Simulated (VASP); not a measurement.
# MgO (P6_3/mmc) in VASP: a series of runs

MgO is run at these levels: LDA; tasks: single point.

All numbers are computed with VASP 6.6.1; they aren't measurements. Logs are shortened: lines on timing, memory, paths and dates and some standing lists are left out, and cuts for length are marked.

## (1) The cell of the first run

Symmetry: P6_3/mmc, No. 194, hexagonal system. The conventional cell has a = 3.430 Å, b = 3.430 Å, c = 4.316 Å, α = 90.00°, β = 90.00°, γ = 120.00°. Within 2.6 Å of Mg (site symmetry -6m2) lie 5 O at 1.98 to 2.16 Å. Within 2.6 Å of O (site symmetry -6m2) lie 5 Mg at 1.98 to 2.16 Å.

## (2) Single point, LDA

Input file INCAR:

```
  PREC = Accurate
  ENCUT = 520
  EDIFF = 1E-6
  ISMEAR = 0
  SIGMA = 0.05
  LREAL = False
  LASPH = True
  NELM = 100
  ALGO = Normal
  ISIF = 2
  LWAVE = False
  LCHARG = False
  NBANDS = 16
```

Input file KPOINTS:

```
regular mesh
0
Gamma
  12 12 6
```

Input file POSCAR:

```
MgO
1.0
    3.4301361268      0.0000000000      0.0000000000
   -1.7150680634      2.9705850243      0.0000000000
    0.0000000000      0.0000000000      4.3161737560
Mg O
2 2
Direct
    0.6666666667      0.3333333333      0.7500000000
    0.3333333333      0.6666666667      0.2500000000
    0.6666666667      0.3333333333      0.2500000000
    0.3333333333      0.6666666667      0.7500000000
```

Potentials or basis: VASP PAW LDA potentials, release 64 (Mg, O).

The run is started by

```
$ cat potpaw_LDA.64/Mg/POTCAR potpaw_LDA.64/O/POTCAR > POTCAR
$ mpirun -np 1 vasp_std > vasp.out
```

OUTCAR:

```text
PREC = Accurate
   ENCUT = 520
   EDIFF = 1E-6
   ISMEAR = 0
   LREAL = False
   LASPH = True
   NELM = 100
   ISIF = 2

 ion  position               nearest neighbor table
   1  0.667  0.333  0.750-   4 1.98   4 1.98   4 1.98   3 2.16   3 2.16   2 2.93   2 2.93   2 2.93
                             2 2.93   2 2.93   2 2.93
   2  0.333  0.667  0.250-   3 1.98   3 1.98   3 1.98   4 2.16   4 2.16   1 2.93   1 2.93   1 2.93
                             1 2.93   1 2.93   1 2.93
   3  0.667  0.333  0.250-   2 1.98   2 1.98   2 1.98   1 2.16   1 2.16
   4  0.333  0.667  0.750-   1 1.98   1 1.98   1 1.98   2 2.16   2 2.16

  LATTYP: Found a hexagonal cell.
 ALAT       =     3.4301361268
 C/A-ratio  =     1.2583097569

  Lattice vectors:

 A1 = (   3.4301361268,   0.0000000000,   0.0000000000)
 A2 = (  -1.7150680634,   2.9705850243,   0.0000000000)
 A3 = (   0.0000000000,   0.0000000000,   4.3161737560)

Analysis of symmetry for initial positions (statically):
=====================================================================
 Subroutine PRICEL returns:
 Original cell was already a primitive cell.

 Routine SETGRP: Setting up the symmetry group for a
 hexagonal supercell.

 Subroutine GETGRP returns: Found 24 space group operations
 (whereof 12 operations were pure point group operations)
 out of a pool of 24 trial point group operations.

The static configuration has the point symmetry D_3d.
 The point group associated with its full space group is D_6h.

Analysis of symmetry for dynamics (positions and initial velocities):
=====================================================================
 Subroutine PRICEL returns:
 Original cell was already a primitive cell.

 Routine SETGRP: Setting up the symmetry group for a
 hexagonal supercell.

 Subroutine GETGRP returns: Found 24 space group operations
 (whereof 12 operations were pure point group operations)
 out of a pool of 24 trial point group operations.

The dynamic configuration has the point symmetry D_3d.
 The point group associated with its full space group is D_6h.

 Subroutine INISYM returns: Found 24 space group operations
 (whereof 12 operations are pure point group operations),
 and found     1 'primitive' translations

----------------------------------------------------------------------------------------

                                     Primitive cell

  volume of cell :      43.9797

  direct lattice vectors                    reciprocal lattice vectors
[... 90 lines left out ...]
   NELM   =    100;   NELMIN=  2; NELMDL= -5     # of ELM steps
   EDIFF  = 0.1E-05   stopping-criterion for ELM
   LREAL  =      F    real-space projection
   EDIFFG = 0.1E-04   stopping-criterion for IOM
   NSW    =      0    number of steps for IOM
   IBRION =     -1    ionic relax: 0-MD 1-quasi-New 2-CG
   NFREE  =      0    steps in history (QN), initial steepest desc. (CG)
   ISIF   =      2    stress and relaxation
   ISYM   =      2    0-nonsym 1-usesym 2-fastsym
   POTIM  = 0.5000    time-step for ionic-motion
   TEBEG  =    0.0;   TEEND  =   0.0 temperature during run
   PSTRESS=    0.0 pullay stress
   NELECT =      16.0000    total number of electrons
   NUPDOWN=      -1.0000    fix difference up-down
   EMIN   =  10.00;   EMAX   =-10.00  energy-range for DOS
   EFERMI =   0.00;   METHOD = LEGACY
   ISMEAR =     0;   SIGMA  =   0.05  broadening in eV -4-tet -1-fermi 0-gaus
   EFERMI_NEDOS =   21; number of points for ismear=-14 and -15
   IALGO  =     38    algorithm
   IMIX   =      4    mixing-type and parameters
     AMIX     =   0.40;   BMIX     =  1.00
     AMIX_MAG =   1.60;   BMIX_MAG =  1.00
  volume/ion in A,a.u.               =      10.99        74.20
  Fermi-wavevector in a.u.,A,eV,Ry     =   1.168685  2.208494 18.583167  1.365824
  Thomas-Fermi vector in A             =   2.305168
   LORBIT       =      0    0 simple, 1 ext, 2 COOP (PROOUT), +10 PAW based schemes
   GGA     = CA    functional components
   LHFCALC =     F    Hartree Fock is set to
   AEXX    =    0.0000 exact exchange contribution
   IVDW    =     0    specifies the selected vdW correction
   LEPSILON=     F    determine dielectric tensor
   LRPA    =     F    only Hartree local field effects (RPA)
 non-spin polarized calculation
 Gauss-broadening in eV      SIGMA  =   0.05
  energy-cutoff  :      520.00
  volume of cell :       43.98
 maximum number of plane-waves:      1202
 NGX is ok and might be reduce to    28

 number of electron      15.9999992 magnetization

 Free energy of the ion-electron system (eV)
  ---------------------------------------------------
  ext. energy  EPLUGINS =         0.00000000
  ---------------------------------------------------
  free energy    TOTEN  =       -26.46146842 eV

  energy without entropy =      -26.46146842  energy(sigma->0) =      -26.46146842

 E-fermi :   2.0376     XC(G=0): -10.6119

 val. band max:        1.7544693147   @ k =   0.0000   0.0000   0.0000
 cond. band min:       5.0314043028   @ k =   0.0000   0.0000   0.0000
 fundamental gap:      3.2769349880
 Fermi energy:         2.0375527002

 k-point     1 :       0.0000    0.0000    0.0000
  band No.  band energies     occupation
      1     -14.9561      2.00000
      2     -13.5706      2.00000
      3      -2.1050      2.00000
      4       0.0082      2.00000
      5       0.0082      2.00000
      6       0.8253      2.00000
[... 433 lines left out ...]
      3      -1.8639      2.00000
      4      -1.0665      2.00000
      5      -0.3853      2.00000
      6      -0.3300      2.00000
[... 8 lines left out ...]
     15      15.5536      0.00000
     16      15.8946      0.00000

 [... further k-points ...]
[... 5 lines left out ...]
  --------------------------------------------------------------------------------------
  -------------------------------------------------------------------------------------
  Total       -0.7722389     -0.7722389     -2.8747907      0.0000000     -0.0000000      0.0000000
  in kB      -28.1326092    -28.1326092   -104.7284185      0.0000000     -0.0000000      0.0000000
  external PRESSURE =     -53.6645456 kB  Pullay stress =       0.0000000 kB

 VOLUME and BASIS-vectors are now :
 -----------------------------------------------------------------------------
  energy-cutoff  :      520.00
  volume of cell :       43.98
      direct lattice vectors                 reciprocal lattice vectors
     3.430136127  0.000000000  0.000000000     0.291533619  0.168317014  0.000000000
    -1.715068063  2.970585024  0.000000000     0.000000000  0.336634027  0.000000000
     0.000000000  0.000000000  4.316173756     0.000000000  0.000000000  0.231686687

 POSITION                                       TOTAL-FORCE (eV/Angst)
 -----------------------------------------------------------------------------------
      1.71507      0.99020      3.23713        -0.000000      0.000000      0.000000
     -0.00000      1.98039      1.07904        -0.000000      0.000000      0.000000
      1.71507      0.99020      1.07904        -0.000000     -0.000000      0.000000
     -0.00000      1.98039      3.23713         0.000000      0.000000      0.000000
 -----------------------------------------------------------------------------------
    total drift:                               -0.000000      0.000000     -0.000000

  FREE ENERGIE OF THE ION-ELECTRON SYSTEM (eV)
  ---------------------------------------------------
  free  energy   TOTEN  =       -26.4614684179 eV

  energy  without entropy=      -26.4614684179  energy(sigma->0) =      -26.46146842
```

Wall time 39 s (1 thread of Intel Xeon Platinum 8259CL at 2.50GHz (Skylake/Cascade Lake), shared host); peak memory 0.17 GiB.

Results:

```
Free energy            : -26.4615 eV
Pressure               : -5.4 GPa
Band gap on the k mesh : 3.28 eV, direct
```

Stress tensor (GPa, compression positive):
```
 -2.81   0.00   0.00
  0.00  -2.81   0.00
  0.00   0.00 -10.47
```

Levels at points of the mesh, in eV from the valence-band top:
| k point | band 5 | band 6 | band 7 | band 8 | band 9 | band 10 | band 11 | band 12 |
| --- | --- | --- | --- | --- | --- | --- | --- | --- |
| (0.00, 0.00, 0.00) | -1.75 | -0.93 | -0.93 | 0.00 | 3.28 | 9.04 | 11.58 | 12.54 |
| (0.50, 0.00, 0.00) | -2.34 | -2.22 | -1.36 | -0.70 | 6.88 | 8.76 | 9.28 | 11.77 |
| (0.00, 0.00, 0.50) | -1.35 | -1.35 | -1.35 | -1.35 | 6.25 | 6.25 | 12.91 | 12.91 |
| (0.50, 0.00, 0.50) | -1.61 | -1.61 | -0.94 | -0.94 | 7.07 | 7.07 | 11.62 | 11.62 |

## (3) Single point, LDA

This run uses another cell than the first one, of the same volume but with other edges.

Input file INCAR:

```
ALGO = Normal
EDIFF = 1E-6
ENCUT = 520
ISIF = 2
ISMEAR = 0
LASPH = True
LCHARG = False
LREAL = False
LWAVE = False
NBANDS = 16
NELM = 80
PREC = Accurate
SIGMA = 0.05
```

Input file KPOINTS:

```
k-points
0
Gamma
  12 12 6
```

Input file POSCAR:

```
MgO
1.0
    3.7555867050      0.0000000000      0.0000000000
   -1.8777933525      3.2524334926      0.0000000000
    0.0000000000      0.0000000000      3.6005267763
Mg O
2 2
Direct
    0.6666666667      0.3333333333      0.7500000000
    0.3333333333      0.6666666667      0.2500000000
    0.6666666667      0.3333333333      0.2500000000
    0.3333333333      0.6666666667      0.7500000000
```

Potentials or basis: VASP PAW LDA potentials, release 64 (Mg, O).

The run is started by

```
$ cat potpaw_LDA.64/Mg/POTCAR potpaw_LDA.64/O/POTCAR > POTCAR
$ mpirun -np 1 vasp_std > vasp.out
```

OUTCAR:

```text
EDIFF = 1E-6
   ENCUT = 520
   ISIF = 2
   ISMEAR = 0
   LASPH = True
   LREAL = False
   NELM = 80
   PREC = Accurate

 ion  position               nearest neighbor table
   1  0.667  0.333  0.750-   3 1.80   3 1.80   4 2.17   4 2.17   4 2.17   2 2.82   2 2.82   2 2.82
                             2 2.82   2 2.82   2 2.82
   2  0.333  0.667  0.250-   4 1.80   4 1.80   3 2.17   3 2.17   3 2.17   1 2.82   1 2.82   1 2.82
                             1 2.82   1 2.82   1 2.82
   3  0.667  0.333  0.250-   1 1.80   1 1.80   2 2.17   2 2.17   2 2.17
[... 662 lines left out ...]
  --------------------------------------------------------------------------------------
  -------------------------------------------------------------------------------------
  Total       -2.8459522     -2.8459522     16.1748761      0.0000000      0.0000000      0.0000000
  in kB     -103.6778349   -103.6778349    589.2495802      0.0000000      0.0000000      0.0000000
  external PRESSURE =     127.2979702 kB  Pullay stress =       0.0000000 kB

 VOLUME and BASIS-vectors are now :
 -----------------------------------------------------------------------------
  energy-cutoff  :      520.00
  volume of cell :       43.98
      direct lattice vectors                 reciprocal lattice vectors
     3.755586705  0.000000000  0.000000000     0.266269981  0.153731045  0.000000000
    -1.877793352  3.252433493  0.000000000     0.000000000  0.307462090  0.000000000
     0.000000000  0.000000000  3.600526776     0.000000000  0.000000000  0.277737137

 POSITION                                       TOTAL-FORCE (eV/Angst)
 -----------------------------------------------------------------------------------
      1.87779      1.08414      2.70040         0.000000     -0.000000      0.000000
     -0.00000      2.16829      0.90013         0.000000      0.000000      0.000000
      1.87779      1.08414      0.90013         0.000000     -0.000000      0.000000
     -0.00000      2.16829      2.70040        -0.000000      0.000000      0.000000
 -----------------------------------------------------------------------------------
    total drift:                               -0.000000      0.000000     -0.000000

  FREE ENERGIE OF THE ION-ELECTRON SYSTEM (eV)
  ---------------------------------------------------
  free  energy   TOTEN  =       -25.3491186685 eV

  energy  without entropy=      -25.3491186685  energy(sigma->0) =      -25.34911867
```

OSZICAR:

```text
N       E                     dE             d eps       ncg     rms          rms(c)
DAV:   1     0.608829842323E+02    0.60883E+02   -0.76358E+03  2448   0.891E+02
DAV:   2    -0.262337440672E+02   -0.87117E+02   -0.79100E+02  3264   0.199E+02
DAV:   3    -0.302128095488E+02   -0.39791E+01   -0.39667E+01  2952   0.437E+01
DAV:   4    -0.302298785320E+02   -0.17069E-01   -0.17068E-01  3056   0.333E+00
DAV:   5    -0.302299658434E+02   -0.87311E-04   -0.87309E-04  3008   0.222E-01    0.119E+01
DAV:   6    -0.255938776702E+02    0.46361E+01   -0.11266E+01  2816   0.264E+01    0.364E+00
DAV:   7    -0.254460715418E+02    0.14781E+00   -0.23881E-01  2544   0.343E+00    0.220E+00
DAV:   8    -0.253533401102E+02    0.92731E-01   -0.16007E-01  2848   0.366E+00    0.610E-01
DAV:   9    -0.253491731682E+02    0.41669E-02   -0.20631E-02  2904   0.118E+00    0.154E-01
DAV:  10    -0.253491470350E+02    0.26133E-04   -0.14173E-03  2744   0.322E-01    0.310E-02
DAV:  11    -0.253491188468E+02    0.28188E-04   -0.10896E-04  2984   0.831E-02    0.122E-02
DAV:  12    -0.253491186685E+02    0.17822E-06   -0.35097E-06  2984   0.124E-02
   1 F= -.25349119E+02 E0= -.25349119E+02  d E =-.319652E-19
```

stdout:

```text
POSCAR found type information on POSCAR MgO
 POSCAR found :  2 types and       4 ions
 scaLAPACK will be used
 LDA part: xc-table for (Slater(with rela. corr.)+CA(PZ))
 , standard interpolation
 POSCAR, INCAR and KPOINTS ok, starting setup
 FFT: planning ... GRIDC
 FFT: planning ... GRID_SOFT
 FFT: planning ... GRID
 WAVECAR not read
 entering main loop
```

Run time: 39 s. Hardware: 1 thread of Intel Xeon Platinum 8259CL at 2.50GHz (Skylake/Cascade Lake), shared host; peak memory 0.17 GiB.

Results:

* Free energy: -25.3491 eV
* Pressure: 12.7 GPa
* Band gap on the k mesh: 3.21 eV, indirect (least direct gap 3.47 eV)

Stress tensor (GPa, compression positive):
```
-10.37   0.00   0.00
  0.00 -10.37   0.00
  0.00   0.00  58.92
```

 A k mesh can miss the band edges.
